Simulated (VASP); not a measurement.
# Co4W (P6_3/mmc) in VASP: single point with PBE

Aim: the single point of Co4W with PBE.

All numbers are computed with VASP 6.6.1; they aren't measurements. Logs are shortened: lines on timing, memory, paths and dates and some standing lists are left out, and cuts for length are marked.

### 1 The cell of the first run

Symmetry: P6_3/mmc, No. 194, hexagonal system. Conventional cell: a = 2.591 Å, b = 2.591 Å, c = 20.350 Å, α = 90.00°, β = 90.00°, γ = 120.00°. Co (site symmetry 3m) has 12 Co at 2.53 to 2.59 Å within 3.3 Å. Within 3.3 Å of Co (site symmetry 3m) lie 3 W at 2.53 Å and 9 Co at 2.53 to 2.59 Å. Within 3.3 Å of W (site symmetry -6m2) lie 6 Co at 2.53 Å and 6 W at 2.59 Å.

### 2 Single point, PBE, collinear spin, ferrimagnetic start

INCAR reads:

```
  PREC = Accurate
  ENCUT = 690
  EDIFF = 1E-6
  ISMEAR = 0
  SIGMA = 0.1
  LREAL = False
  LASPH = True
  NELM = 200
  ALGO = Normal
  ISIF = 2
  LWAVE = False
  LCHARG = False
  ISPIN = 2
  MAGMOM = 3 3 3 -3 -3 3 -3 3 0 0
  LORBIT = 11
  LMAXMIX = 4
  GGA = PE
  NBANDS = 97
  GGA_COMPAT = False
```

KPOINTS reads:

```
regular mesh
0
Gamma
  6 6 1
```

POSCAR reads:

```
Co4W
1.0
    2.5914678400      0.0000000000      0.0000000000
   -1.2957339200      2.2442769800      0.0000000000
    0.0000000000      0.0000000000     20.3504158800
Co W
8 2
Direct
    0.3333333300      0.6666666700      0.9500000000
    0.3333333300      0.6666666700      0.1500000000
    0.3333333300      0.6666666700      0.3500000000
    0.3333333300      0.6666666700      0.5500000000
    0.6666666700      0.3333333300      0.8500000000
    0.6666666700      0.3333333300      0.0500000000
    0.6666666700      0.3333333300      0.4500000000
    0.6666666700      0.3333333300      0.6500000000
    0.3333333300      0.6666666700      0.7500000000
    0.6666666700      0.3333333300      0.2500000000
```

Potentials or basis: VASP PAW PBE potentials, release 64 (Co_sv, W_sv).

Run with:

```sh
> cat potpaw_PBE.64/Co_sv/POTCAR potpaw_PBE.64/W_sv/POTCAR > POTCAR
> mpirun -np 1 vasp_std > vasp.out
```

OUTCAR:

```text
PREC = Accurate
   ENCUT = 690
   EDIFF = 1E-6
   ISMEAR = 0
   LREAL = False
   LASPH = True
   NELM = 200
   ISIF = 2
   ISPIN = 2
   LORBIT = 11
   GGA = PE

 ion  position               nearest neighbor table
   1  0.333  0.667  0.950-   6 2.53   5 2.53   6 2.53   5 2.53   6 2.53   5 2.53
   2  0.333  0.667  0.150-   6 2.53  10 2.53   6 2.53  10 2.53   6 2.53  10 2.53
   3  0.333  0.667  0.350-   7 2.53  10 2.53   7 2.53  10 2.53   7 2.53  10 2.53
   4  0.333  0.667  0.550-   7 2.53   8 2.53   7 2.53   8 2.53   7 2.53   8 2.53
   5  0.667  0.333  0.850-   1 2.53   9 2.53   1 2.53   9 2.53   1 2.53   9 2.53
   6  0.667  0.333  0.050-   1 2.53   2 2.53   1 2.53   2 2.53   1 2.53   2 2.53
   7  0.667  0.333  0.450-   4 2.53   3 2.53   4 2.53   3 2.53   4 2.53   3 2.53
   8  0.667  0.333  0.650-   4 2.53   9 2.53   4 2.53   9 2.53   4 2.53   9 2.53
   9  0.333  0.667  0.750-   5 2.53   8 2.53   5 2.53   8 2.53   5 2.53   8 2.53
  10  0.667  0.333  0.250-   2 2.53   3 2.53   2 2.53   3 2.53   2 2.53   3 2.53

  LATTYP: Found a hexagonal cell.
 ALAT       =     2.5914678400
 C/A-ratio  =     7.8528529530

  Lattice vectors:

 A1 = (   2.5914678400,   0.0000000000,   0.0000000000)
 A2 = (  -1.2957339200,   2.2442769800,   0.0000000000)
 A3 = (   0.0000000000,   0.0000000000,  20.3504158800)

Analysis of symmetry for initial positions (statically):
=====================================================================
 Subroutine PRICEL returns:
 Original cell was already a primitive cell.

 Routine SETGRP: Setting up the symmetry group for a
 hexagonal supercell.

 Subroutine GETGRP returns: Found 24 space group operations
 (whereof 12 operations were pure point group operations)
 out of a pool of 24 trial point group operations.

The static configuration has the point symmetry D_3d.
 The point group associated with its full space group is D_6h.

Analysis of symmetry for dynamics (positions and initial velocities):
=====================================================================
 Subroutine PRICEL returns:
 Original cell was already a primitive cell.

 Routine SETGRP: Setting up the symmetry group for a
 hexagonal supercell.

 Subroutine GETGRP returns: Found 24 space group operations
 (whereof 12 operations were pure point group operations)
 out of a pool of 24 trial point group operations.

The dynamic configuration has the point symmetry D_3d.
 The point group associated with its full space group is D_6h.

Analysis of structural, dynamic, and magnetic symmetry:
=====================================================================
 Subroutine PRICEL returns:
 Original cell was already a primitive cell.

 Routine SETGRP: Setting up the symmetry group for a
 hexagonal supercell.

 Subroutine GETGRP returns: Found  6 space group operations
 (whereof  6 operations were pure point group operations)
 out of a pool of 24 trial point group operations.

The overall configuration has the point symmetry C_3v.

 Subroutine INISYM returns: Found  6 space group operations
 (whereof  6 operations are pure point group operations),
 and found     1 'primitive' translations

----------------------------------------------------------------------------------------

                                     Primitive cell

  volume of cell :     118.3574

  direct lattice vectors                    reciprocal lattice vectors
     2.591467840  0.000000000  0.000000000     0.385881694  0.222788900  0.000000000
    -1.295733920  2.244276980  0.000000000     0.000000000  0.445577800  0.000000000
     0.000000000  0.000000000 20.350415880     0.000000000  0.000000000  0.049139045

  length of vectors
     2.591467840  2.591467838 20.350415880     0.445577800  0.445577800  0.049139045

  position of ions in fractional coordinates (direct lattice)
     0.333333330  0.666666670  0.950000000
     0.333333330  0.666666670  0.150000000
     0.333333330  0.666666670  0.350000000
     0.333333330  0.666666670  0.550000000
     0.666666670  0.333333330  0.850000000
     0.666666670  0.333333330  0.050000000
     0.666666670  0.333333330  0.450000000
     0.666666670  0.333333330  0.650000000
     0.333333330  0.666666670  0.750000000
     0.666666670  0.333333330  0.250000000

  ion indices of the primitive-cell ions
   primitive index   ion index
                 1           1
                 2           2
                 3           3
                 4           4
                 5           5
                 6           6
                 7           7
                 8           8
                 9           9
                10          10

----------------------------------------------------------------------------------------

 KPOINTS: regular mesh

Automatic generation of k-mesh.
 Grid dimensions read from file:
 generate k-points for:    6    6    1

 Generating k-lattice:

  Cartesian coordinates                     Fractional coordinates (reciprocal lattice)
     0.064313616  0.037131483  0.000000000     0.166666667  0.000000000  0.000000000
     0.000000000  0.074262967  0.000000000     0.000000000  0.166666667  0.000000000
     0.000000000  0.000000000  0.049139045     0.000000000  0.000000000  1.000000000

  Length of vectors
     0.074262967  0.074262967  0.049139045

  Shift w.r.t. Gamma in fractional coordinates (k-lattice)
     0.000000000  0.000000000  0.000000000

 Subroutine IBZKPT returns following result:
 ===========================================

 Found      7 irreducible k-points:

 Following reciprocal coordinates:
            Coordinates               Weight
  0.000000  0.000000  0.000000      1.000000
  0.166667 -0.000000  0.000000      6.000000
  0.333333 -0.000000  0.000000      6.000000
  0.500000 -0.000000  0.000000      3.000000
  0.166667  0.166667  0.000000      6.000000
  0.333333  0.166667  0.000000     12.000000
  0.333333  0.333333  0.000000      2.000000
   k-points           NKPTS =      7   k-points in BZ     NKDIM =      7   number of bands    NBANDS=     97
   number of dos      NEDOS =    301   number of ions     NIONS =     10
   total plane-waves  NPLWV = 103680
   dimension x,y,z NGX =    24 NGY =   24 NGZ =  180
   dimension x,y,z NGXF=    48 NGYF=   48 NGZF=  360
   ions per type =               8   2
   NGX,Y,Z   is equivalent  to a cutoff of  15.40, 15.40, 14.70 a.u.
   NGXF,Y,Z  is equivalent  to a cutoff of  30.79, 30.79, 29.41 a.u.
 SYSTEM =  unknown system
   PREC   = accura    normal or accurate (medium, high low for compatibility)
   ISTART =      0    job   : 0-new  1-cont  2-samecut
   ICHARG =      2    charge: 1-file 2-atom 10-const
   ISPIN  =      2    spin polarized calculation?
   LNONCOLLINEAR =      F non collinear calculations
   LSORBIT =      F    spin-orbit coupling
   LASPH  =      T    aspherical Exc in radial PAW
   ENCUT  =  690.0 eV  50.71 Ry    7.12 a.u.   5.55  5.55 43.59*2*pi/ulx,y,z
   NELM   =    200;   NELMIN=  2; NELMDL= -5     # of ELM steps
   EDIFF  = 0.1E-05   stopping-criterion for ELM
   LREAL  =      F    real-space projection
[... 7 lines left out ...]
   TEBEG  =    0.0;   TEEND  =   0.0 temperature during run
   PSTRESS=    0.0 pullay stress
   NELECT =     164.0000    total number of electrons
   NUPDOWN=      -1.0000    fix difference up-down
   EMIN   =  10.00;   EMAX   =-10.00  energy-range for DOS
   EFERMI =   0.00;   METHOD = LEGACY
   ISMEAR =     0;   SIGMA  =   0.10  broadening in eV -4-tet -1-fermi 0-gaus
   EFERMI_NEDOS =   21; number of points for ismear=-14 and -15
   IALGO  =     38    algorithm
   IMIX   =      4    mixing-type and parameters
     AMIX     =   0.40;   BMIX     =  1.00
     AMIX_MAG =   1.60;   BMIX_MAG =  1.00
  volume/ion in A,a.u.               =      11.84        79.87
  Fermi-wavevector in a.u.,A,eV,Ry     =   1.825118  3.448973 45.321759  3.331055
  Thomas-Fermi vector in A             =   2.880709
   LORBIT       =     11    0 simple, 1 ext, 2 COOP (PROOUT), +10 PAW based schemes
   GGA     = PE    functional components
   LHFCALC =     F    Hartree Fock is set to
   AEXX    =    0.0000 exact exchange contribution
   IVDW    =     0    specifies the selected vdW correction
   LEPSILON=     F    determine dielectric tensor
   LRPA    =     F    only Hartree local field effects (RPA)
 spin polarized calculation
 Gauss-broadening in eV      SIGMA  =   0.10
  energy-cutoff  :      690.00
  volume of cell :      118.36
 maximum number of plane-waves:      4959
 NGX is ok and might be reduce to    24
   NGX = 11   NGY = 11   NGZ = 87

 number of electron     164.0000209 magnetization       0.0231963

 number of electron     164.0000209 magnetization      -0.0062605

 Free energy of the ion-electron system (eV)
  ---------------------------------------------------
  ext. energy  EPLUGINS =         0.00000000
  ---------------------------------------------------
  free energy    TOTEN  =       -80.79080257 eV

  energy without entropy =      -80.77015960  energy(sigma->0) =      -80.78048109

 E-fermi :  11.7130     XC(G=0): -13.7949

 val. band max:       11.6709183876   @ k =   0.1667   0.1667   0.0000
 cond. band min:      11.8041741061   @ k =   0.3333  -0.0000   0.0000
 fundamental gap:      0.1332557185
 Fermi energy:        11.7130226592

 spin component 1

 k-point     1 :       0.0000    0.0000    0.0000
  band No.  band energies     occupation
      1     -84.3202      1.00000
      2     -84.2985      1.00000
      3     -83.6637      1.00000
      4     -83.6622      1.00000
      5     -82.7032      1.00000
      6     -82.7013      1.00000
[... 86 lines left out ...]
     93      12.3858      0.00000
     94      12.3858      0.00000

 k-point     2 :       0.1667   -0.0000    0.0000
  band No.  band energies     occupation
      1     -84.3138      1.00000
      2     -84.2947      1.00000
      3     -83.6584      1.00000
      4     -83.6570      1.00000
      5     -82.6977      1.00000
      6     -82.6957      1.00000
[... 571 lines left out ...]
     93      16.4625      0.00000
     94      16.9927      0.00000
 Fermi energy:        11.7130226592

 spin component 2

 k-point     1 :       0.0000    0.0000    0.0000
  band No.  band energies     occupation
      1     -84.3198      1.00000
      2     -84.2981      1.00000
      3     -83.6639      1.00000
      4     -83.6625      1.00000
      5     -82.7029      1.00000
      6     -82.7023      1.00000
[... 86 lines left out ...]
     93      12.3848      0.00000
     94      12.3848      0.00000

 k-point     2 :       0.1667   -0.0000    0.0000
  band No.  band energies     occupation
      1     -84.3133      1.00000
      2     -84.2942      1.00000
      3     -83.6587      1.00000
      4     -83.6573      1.00000
      5     -82.6974      1.00000
      6     -82.6968      1.00000
[... 571 lines left out ...]
     93      16.4631      0.00000
     94      16.9916      0.00000
 [bands above 94 left out]

------------------------ aborting loop because EDIFF is reached ----------------------------------------

  FORCE on cell =-STRESS in cart. coord.  units (eV):
  Direction    XX          YY          ZZ          XY          YZ          ZX
  --------------------------------------------------------------------------------------
  -------------------------------------------------------------------------------------
  Total        4.6247887      4.6247887      4.7877967      0.0000000     -0.0000000      0.0000000
  in kB       62.6046961     62.6046959     64.8112982      0.0000000     -0.0000000      0.0000000
  external PRESSURE =      63.3402301 kB  Pullay stress =       0.0000000 kB

 VOLUME and BASIS-vectors are now :
 -----------------------------------------------------------------------------
  energy-cutoff  :      690.00
  volume of cell :      118.36
      direct lattice vectors                 reciprocal lattice vectors
     2.591467840  0.000000000  0.000000000     0.385881694  0.222788900  0.000000000
    -1.295733920  2.244276980  0.000000000     0.000000000  0.445577800  0.000000000
     0.000000000  0.000000000 20.350415880     0.000000000  0.000000000  0.049139045

 POSITION                                       TOTAL-FORCE (eV/Angst)
 -----------------------------------------------------------------------------------
     -0.00000      1.49618     19.33290        -0.000000     -0.000000      0.452910
     -0.00000      1.49618      3.05256        -0.000000     -0.000000     -1.204953
     -0.00000      1.49618      7.12265         0.000000      0.000000      1.202367
     -0.00000      1.49618     11.19273         0.000000      0.000000     -0.450799
      1.29573      0.74809     17.29785         0.000000      0.000000      1.203622
      1.29573      0.74809      1.01752        -0.000000      0.000000     -0.453340
      1.29573      0.74809      9.15769         0.000000      0.000000      0.453819
      1.29573      0.74809     13.22777         0.000000     -0.000000     -1.201897
     -0.00000      1.49618     15.26281         0.000000     -0.000000     -0.001254
      1.29573      0.74809      5.08760        -0.000000     -0.000000     -0.000475
 -----------------------------------------------------------------------------------
    total drift:                               -0.000000      0.000000     -0.000089

  FREE ENERGIE OF THE ION-ELECTRON SYSTEM (eV)
  ---------------------------------------------------
  free  energy   TOTEN  =       -80.7908025709 eV

  energy  without entropy=      -80.7701596022  energy(sigma->0) =      -80.78048109

 total charge

# of ion       s       p       d       tot
------------------------------------------
    1        2.230   6.099   6.671  15.000
    2        2.245   6.120   6.738  15.102
    3        2.245   6.120   6.737  15.102
    4        2.230   6.098   6.670  14.999
    5        2.245   6.120   6.738  15.103
    6        2.230   6.099   6.671  15.000
    7        2.230   6.099   6.669  14.998
    8        2.245   6.120   6.738  15.103
    9        2.472   6.382   3.650  12.504
   10        2.472   6.382   3.650  12.504
--------------------------------------------------
tot         22.844  61.639  60.930 145.413

 magnetization (x)

# of ion       s       p       d       tot
------------------------------------------
    1       -0.003  -0.013   1.700   1.683
    2       -0.002  -0.011   0.795   0.782
    3        0.002   0.011  -0.796  -0.783
    4        0.003   0.013  -1.700  -1.684
    5       -0.002  -0.011   0.794   0.781
    6       -0.003  -0.013   1.699   1.683
    7        0.003   0.013  -1.701  -1.685
    8        0.002   0.011  -0.794  -0.781
    9       -0.000  -0.000  -0.000  -0.000
   10        0.000   0.000   0.000   0.000
--------------------------------------------------
tot          0.000   0.000  -0.002  -0.002
```

Run time: 23 min. Hardware: 1 thread of Intel Xeon Platinum 8259CL at 2.50GHz (Skylake/Cascade Lake), shared host; peak memory 0.51 GiB.

Results:

```yaml
Free_energy: -80.7908 eV
Pressure: 6.3 GPa
Largest_force: 1.205 eV/Å
Band_gap_on_the_k_mesh: zero (filled and empty bands overlap)
Net_moment: -0.01 μB per cell
Site_moments: Co +1.68, +0.78, -0.78, -1.68, -1.69 (each value once); W -0.00, +0.00 μB
Valence_electrons_inside_the_program's_atomic_spheres: Co 15.00, 15.10 (each value once); W 12.50
```

Forces in eV/Å, atoms in the order of the input:
```
Co   0.000  0.000  0.453
Co   0.000  0.000 -1.205
Co   0.000  0.000  1.202
Co   0.000  0.000 -0.451
Co   0.000  0.000  1.204
Co   0.000  0.000 -0.453
Co   0.000  0.000  0.454
Co   0.000  0.000 -1.202
W    0.000  0.000 -0.001
W    0.000  0.000  0.000
```

Caveat: the k points lie up to 0.47 Å⁻¹ apart, too coarse for converged energies and pressures of a metal; spin-orbit coupling is left out, which moves the levels of the heavy elements; forces of over 1 eV/Å act on the atoms, so gaps and moduli don't describe the material at rest.

The gap in the log of VASP goes by the Fermi energy; the results here count the filled bands.